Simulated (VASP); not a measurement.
Al2Au:

```xyz
3
Lattice="0.0000 3.0000 3.0000 3.0000 0.0000 3.0000 3.0000 3.0000 0.0000" Properties=species:S:1:pos:R:3 pbc="T T T"
Al    1.5000    1.5000    1.5000
Al    4.5000    4.5000    4.5000
Au    0.0000    0.0000    0.0000
```

```yaml
Program: VASP 6.6.1
Task: relaxation of cell and atoms
Functional: PBE
Potentials_or_basis: VASP PAW PBE potentials, release 64 (Al, Au)
Cutoff: 600 eV
k_mesh: 12 × 12 × 12
Occupations: gaussian, width 0.1 eV
Spin: no spin polarisation
```

At the start: pressure 3.2 GPa; volume 18.00 Å³/atom.

How do energy, volume and symmetry change on relaxing?

Over 3 steps the energy falls by 5.0 meV/atom and the volume is 18.52 Å³/atom (+2.9 %); space group Fm-3m (No. 225, to 0.1 Å) before and after.

Step by step:
| step | energy change (eV) | largest force (eV/Å) | pressure (GPa) | volume (Å³) |
| --- | --- | --- | --- | --- |
| 1 | 0.0000 | 0.0000 | 3.19 | 54.00 |
| 2 | -0.0055 | 0.0000 | -2.30 | 56.85 |
| 3 | -0.0150 | 0.0000 | 0.00 | 55.56 |

Final structure:
```xyz
3
Lattice="0.0000 3.0286 3.0286 3.0286 0.0000 3.0286 3.0286 3.0286 0.0000" Properties=species:S:1:pos:R:3 pbc="T T T"
Al    1.5143    1.5143    1.5143
Al    4.5428    4.5428    4.5428
Au    0.0000    0.0000    0.0000
```
